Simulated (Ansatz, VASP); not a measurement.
WSe2 in VASP and in Ansatz

```xyz
6
Lattice="3.2455 0.0000 0.0000 -1.6228 2.8107 0.0000 0.0000 0.0000 12.7947" Properties=species:S:1:pos:R:3 pbc="T T T"
W     0.0000    1.8738    3.1987
W     1.6228    0.9369    9.5960
Se    0.0000    1.8738    7.9455
Se    1.6228    0.9369    1.5482
Se    0.0000    1.8738   11.2465
Se    1.6228    0.9369    4.8492
```

Change from the starting cell: volume scaled by 0.96.

Alike in both runs: task single point; functional PBE; k mesh 11 × 11 × 3; occupations fermi-dirac, width 0.08 eV; no spin polarisation.

```csv
,VASP,Ansatz
version,VASP 6.6.1,Ansatz 0.2.0
potentials or method,"VASP PAW PBE potentials, release 64 (W_sv, Se), cutoff 520 eV","all-electron LAPW, scalar-relativistic"
```

Ansatz gave:

- pressure (GPa): 10.3
- traceless stress, the component that is largest in VASP (GPa): 1.41
- rms of the force components (eV/Å): 0.420

Estimate VASP's values.

pressure (GPa): 10.7; traceless stress, the component that is largest in VASP (GPa): 1.51; rms of the force components (eV/Å): 0.445.

Atom by atom the forces differ by 0.025 eV/Å (rms over components). Ansatz ran all-electron here, and VASP with PAW potentials.

Neither program's run includes spin-orbit coupling.
